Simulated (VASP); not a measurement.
La, 2 atoms in the cell. The typed cell holds 2 atoms: a = 3.750 Å, b = 3.718 Å, c = 6.071 Å, α = 89.57°, β = 88.85°, γ = 119.13°.  This cell differs from its parent crystal: equal xy, yz and zx shear strains of +2 %.

| Quantity | Value |
| --- | --- |
| Program | VASP 6.6.1 |
| Task | single point |
| Functional | LDA |
| Potentials or basis | VASP PAW LDA potentials, release 64 (La) |
| Cutoff | 520 eV |
| k mesh | 11 × 11 × 6 |
| Occupations | fermi-dirac, width 0.05 eV |
| Spin | no spin polarisation |
| Dipole correction | no |
| Further INCAR settings | ALGO = Normal; EDIFF = 1e-07; NBANDS = 18 |

Potentials or basis: VASP PAW LDA potentials, release 64 (La).

Run with:

```console
$ cat potpaw_LDA.64/La/POTCAR > POTCAR
$ mpirun -np 1 vasp_std > vasp.out
```

Hardware: 1 thread of Oxide Virtual Turin-like Processor, with other jobs on the host.

Question: Estimate the wall time of this run.

Answer: Run time: 10 min on 1 thread of Oxide Virtual Turin-like Processor, with other jobs on the host, peak memory 0.52 GiB. Counts: scf iterations 13, k points 364.
